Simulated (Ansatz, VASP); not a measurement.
**One calculation of LiCl, two programs**

```
Cl Li
1.0
     0.00000    2.56477    2.56477
     2.56477    0.00000    2.56477
     2.56477    2.56477    0.00000
Cl Li
1 1
Cartesian
  2.5648 2.5648 2.5648
  0.0000 0.0000 0.0000
```

Alike in both runs: task single point; functional LDA; k mesh 14 × 14 × 14; occupations fermi-dirac, width 0.02 eV; no spin polarisation.

|  | VASP | Ansatz |
| --- | --- | --- |
| version | VASP 6.6.1 | Ansatz 0.2.0 |
| potentials or method | VASP PAW LDA potentials, release 64 (Cl, Li_sv), cutoff 520 eV | scalar-relativistic, plane waves, PAW |
| valence electrons in the cell | 10 | 10 |

VASP gave:

| Property | Result |
| --- | --- |
| gap on the k mesh at the Fermi level (eV) | 6.00 |

Question: Which values does Ansatz return?

Answer: gap on the k mesh at the Fermi level (eV): 5.98.

LDA's correlation is that of Perdew and Zunger in VASP and of Perdew and Wang (1992) in Ansatz. Ansatz's warnings: stress scf threshold loose.

Noted on VASP's run: the cutoff is under 1.25 times that of the potentials, so the pressure is a little rough.
